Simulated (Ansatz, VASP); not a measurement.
**Two plane-wave programs on Al3Ru2**

```
Al Ru
1.0
    -3.07336    0.00000    0.00000
     0.00000   -3.07336    0.00000
     0.00000    0.00000   15.25166
Al Ru
6 4
Cartesian
  -1.5367 -1.5367 4.9924
  -3.0734 -3.0734 12.1182
  -1.5367 -1.5367 2.2312
  -3.0734 -3.0734 9.3570
  -1.5367 -1.5367 7.7535
  -3.0734 -3.0734 0.6277
  0.0000 0.0000 6.4982
  -1.5367 -1.5367 13.6240
  0.0000 0.0000 3.4865
  -1.5367 -1.5367 10.6124
```

Alike in both runs: task single point; functional PBEsol; k mesh 15 × 15 × 4; occupations gaussian, width 0.15 eV; no spin polarisation.

|  | VASP | Ansatz |
| --- | --- | --- |
| version | VASP 6.6.1 | Ansatz 0.2.0 |
| potentials or method | VASP PAW PBE potentials, release 64 (Al, Ru_pv), cutoff 520 eV | scalar-relativistic, plane waves, PAW |
| valence electrons in the cell | 74 | 82 |

```csv
,VASP,Ansatz,Ansatz less VASP
gap on the k mesh at the Fermi level (eV),none,none,-
pressure (GPa),-5.9,-5.9,-0.06
"traceless stress, the component that is largest in VASP (GPa)",-2.80,-2.79,+0.008
rms of the force components (eV/Å),0.592,0.590,-0.0013
```

VASP's potentials were made for PBE, not for PBEsol. Atom by atom the forces differ by 0.004 eV/Å (rms over components). A gap of «none» marks a metal or a gap that the smearing closes. VASP's potentials hold 74 valence electrons a cell and Ansatz's 82, so a difference there can come from the potentials and not from the codes.
